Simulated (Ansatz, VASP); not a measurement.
Two plane-wave programs on H3C20N

```
C N H
1.0
     7.39515    0.00000    0.00000
    -3.69757    6.40439    0.00000
     0.00000    0.00000   20.99191
C N H
20 1 3
Direct
  0.55556 0.44444 0.38110
  0.55634 0.77838 0.38124
  0.55606 0.11086 0.38124
  0.88953 0.44495 0.38130
  0.88933 0.77759 0.38105
  0.88873 0.11097 0.38099
  0.22266 0.44419 0.38117
  0.22211 0.77776 0.38129
  0.22279 0.11155 0.38087
  0.44451 0.22239 0.38100
  0.44477 0.55527 0.38120
  0.44528 0.88924 0.38132
  0.77808 0.22183 0.38122
  0.77867 0.55603 0.38121
  0.77788 0.88908 0.38101
  0.11180 0.22250 0.38091
  0.11114 0.55575 0.38134
  0.11125 0.88846 0.38105
  0.30740 0.25513 0.54302
  0.09112 0.08799 0.54062
  0.91815 0.95432 0.53868
  0.35204 0.31155 0.59206
  0.41069 0.19910 0.52559
  0.32988 0.38631 0.51295
```

Alike in both runs: task single point; functional PBE; dispersion D3(BJ); k mesh 3 × 3 × 1; occupations gaussian, width 0.05 eV; no spin polarisation.

|  | VASP | Ansatz |
| --- | --- | --- |
| version | VASP 6.6.1 | Ansatz 0.2.0 |
| potentials or method | VASP PAW PBE potentials, release 64 (C, N, H), cutoff 520 eV | scalar-relativistic, plane waves, PAW |
| valence electrons in the cell | 88 | 88 |

Ansatz gave:

* gap on the k mesh at the Fermi level (eV): 0.07
* least direct gap on the mesh (eV): 0.07
* rms of the force components (eV/Å): 0.006

Problem. Estimate VASP's values.

Solution. gap on the k mesh at the Fermi level (eV): 0.07; least direct gap on the mesh (eV): 0.07; rms of the force components (eV/Å): 0.065.

Atom by atom the forces differ by 0.068 eV/Å (rms over components).

Noted on VASP's run: the standard files for N, O and F lose accuracy on very short bonds.
